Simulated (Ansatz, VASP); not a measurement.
## Fe: VASP beside Ansatz

```
Fe
1.0
    -1.46773    1.41578    1.44876
     1.46773   -1.41578    1.44876
     1.46773    1.41578   -1.44876
Fe
1
Direct
  0.00000 0.00000 0.00000
```

Change from the starting cell: normal strain along x +0.0367, normal strain along z +0.0233.

Alike in both runs: task single point; functional PBE; k mesh 10 × 10 × 10; occupations gaussian, width 0.15 eV; collinear spin.

|  | VASP | Ansatz |
| --- | --- | --- |
| version | VASP 6.6.1 | Ansatz 0.2.0 |
| potentials or method | VASP PAW PBE potentials, release 64 (Fe_sv), cutoff 600 eV | scalar-relativistic, plane waves, PAW |
| valence electrons in the cell | 16 | 16 |

|  | VASP | Ansatz | Ansatz less VASP |
| --- | --- | --- | --- |
| gap on the k mesh at the Fermi level (eV) | none | none | - |
| pressure (GPa) | -14.5 | -11.0 | +3.53 |
| traceless stress, the component that is largest in VASP (GPa) | 2.44 | 2.46 | +0.023 |
| net moment per atom (μB) | 2.19 | 2.19 | +0.001 |
| size of the moment on the site where the two differ most (μB) | 2.22 | 2.26 | +0.039 |

Site moments also hang on the region over which each program counts them. A gap of «none» marks a metal or a gap that the smearing closes. The functional is the same, so the differences come from potentials, cutoffs and numerics.
